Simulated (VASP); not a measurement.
Wanted: the native input for a VASP 6.6.1 run.

- Task: single point
- Functional: PBE
- Potentials or basis: VASP PAW PBE potentials, release 64 (Hf_pv, O)
- Cutoff: 520 eV
- k mesh: 6 × 6 × 2
- Occupations: gaussian, width 0.1 eV
- Spin: no spin polarisation
- Dipole correction: no
- Further INCAR settings: ALGO = Normal; EDIFF = 1e-07; NBANDS = 22

The structure of HfO3 lies in POSCAR:

```
HfO3
1.0
    3.5971512598      0.0000000000      0.0000000000
   -1.7985756299      3.1152243722      0.0000000000
    0.0000000000      0.0000000000      4.1580858107
Hf O
1 3
Direct
    0.0000000000      0.0000000000      0.0000000000
    0.0000000000      0.0000000000      0.5000000000
    0.3333333333      0.6666666667      0.2325859278
    0.3333333333      0.6666666667      0.7674140722
```

The input as run:

INCAR

```
SYSTEM = HfO3
PREC = Accurate
ENCUT = 520
EDIFF = 1E-7
ISMEAR = 0
SIGMA = 0.1
LREAL = .False.
LASPH = .True.
NELM = 80
ALGO = Normal
ISIF = 2
LWAVE = .False.
LCHARG = .False.
GGA = PE
NBANDS = 22
```

KPOINTS

```
regular mesh
0
Gamma
  6 6 2
  0 0 0
```

Potentials or basis: VASP PAW PBE potentials, release 64 (Hf_pv, O).

Run with:

```sh
$ cat potpaw_PBE.64/Hf_pv/POTCAR potpaw_PBE.64/O/POTCAR > POTCAR
$ mpirun -np 1 vasp_std > vasp.out
```

It gave:

```json
{"Pressure": "-2.1 GPa", "Largest force": "0.045 eV/Å", "Band gap on the k mesh": "zero (band 14 reaches 3.30 eV, above the bottom of band 15 at 2.75 eV)"}
```

Caveat: the k points lie up to 0.76 Å⁻¹ apart; spin-orbit coupling is left out, which moves the levels of the heavy elements.

Run time: 10 s on 1 thread of Intel(R) Xeon(R) Platinum 8559C (Emerald Rapids), on a shared host, peak memory 0.16 GiB.
